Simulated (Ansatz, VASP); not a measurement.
**BAs: VASP beside Ansatz**

INCAR

```
  ALGO = Normal
  EDIFF = 1E-6
  ENCUT = 500
  GGA = RE
  GGA_COMPAT = False
  ISIF = 2
  ISMEAR = 0
  IVDW = 12
  LASPH = True
  LCHARG = False
  LREAL = False
  LWAVE = False
  NBANDS = 11
  NELM = 120
  PREC = Accurate
  SIGMA = 0.05
```

KPOINTS

```
k-points
0
Gamma
  8 8 8
```

The input POSCAR:

```
BAs
1.0
    0.0000000000      2.4023968108      2.4023968108
    2.4023968108      0.0000000000      2.4023968108
    2.4023968108      2.4023968108      0.0000000000
B As
1 1
Direct
    0.0000000000      0.0000000000      0.0000000000
    0.7500000000      0.7500000000      0.7500000000
```

Input for Ansatz:

```yaml
crystal:
  lattice:
    - [0.0, 2.4023968108, 2.4023968108]
    - [2.4023968108, 0.0, 2.4023968108]
    - [2.4023968108, 2.4023968108, 0.0]
  atoms:
    - { symbol: B, position: [0.0, 0.0, 0.0] }
    - { symbol: As, position: [0.75, 0.75, 0.75] }
basis:
  ecutwfc: 420
  ecutrho_ratio: 4
kpoints:
  mp_grid: { grid: [8, 8, 8] }
hamiltonian:
  xc: revpbe
  dispersion: d3bj
scf:
  occupations: { method: gaussian, width: 0.05 }
output:
  forces: true
  stress: true
  eigenvalues: true
```

Alike in both runs: task single point; functional revPBE; dispersion D3(BJ); k mesh 8 × 8 × 8; occupations gaussian, width 0.05 eV; no spin polarisation.

|  | VASP | Ansatz |
| --- | --- | --- |
| version | VASP 6.6.1 | Ansatz 0.2.0 |
| potentials or method | VASP PAW PBE potentials, release 64 (B, As), cutoff 500 eV | scalar-relativistic, plane waves, PAW |
| valence electrons in the cell | 8 | 18 |

```tsv
	VASP	Ansatz	Ansatz less VASP
gap on the k mesh at the Fermi level (eV)	1.23	1.24	+0.009
least direct gap on the mesh (eV)	3.25	3.26	+0.006
pressure (GPa)	-4.6	-5.1	-0.55
```

VASP's potentials were made for PBE, not for revPBE. VASP's potentials hold 8 valence electrons a cell and Ansatz's 18, so a difference there can come from the potentials and not from the codes.
